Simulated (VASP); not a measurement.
Runs of VASP 6.6.1 on Cu. The structure is that of space group Im-3m (No. 229), or close to it. The cells are those of the table. This isn't the form of Cu at room conditions, which is fcc.

| task | cell | gap on the mesh (eV) | pressure (GPa) |
| --- | --- | --- | --- |
| relaxation of cell and atoms | relaxed to 10 GPa from a = 2.485 Å, angles 109.5°, 1 atom | none | 10.2 |
| single point | a = 2.462 Å, angles 109.5°, 1 atom | none | 0.6 |
| single point | a = 2.438 Å, angles 109.5°, 1 atom | none | 5.6 |
| single point | a = 2.417 Å, angles 109.5°, 1 atom | none | (a) |
| relaxation of cell and atoms | relaxed from a = 2.485 Å, angles 109.5°, 1 atom | none | -0.1 |

Alike in all rows: level r2SCAN; potentials or basis VASP PAW PBE potentials, release 64 (Cu); no spin polarisation; k mesh 12 × 12 × 12; cutoff (eV) 660; smearing fermi-dirac 0.1 eV.

Q: Estimate the missing entries.

A: (a) 10.6.

Caveats: the PAW data sets were made with another functional, which shifts forces and pressure a little; the cell stands under pressure (at least some runs); the cell is relaxed towards a set pressure, so the run minimises the enthalpy, not the energy (at least some runs).

A gap of «none» marks levels without a gap at the run's occupations.
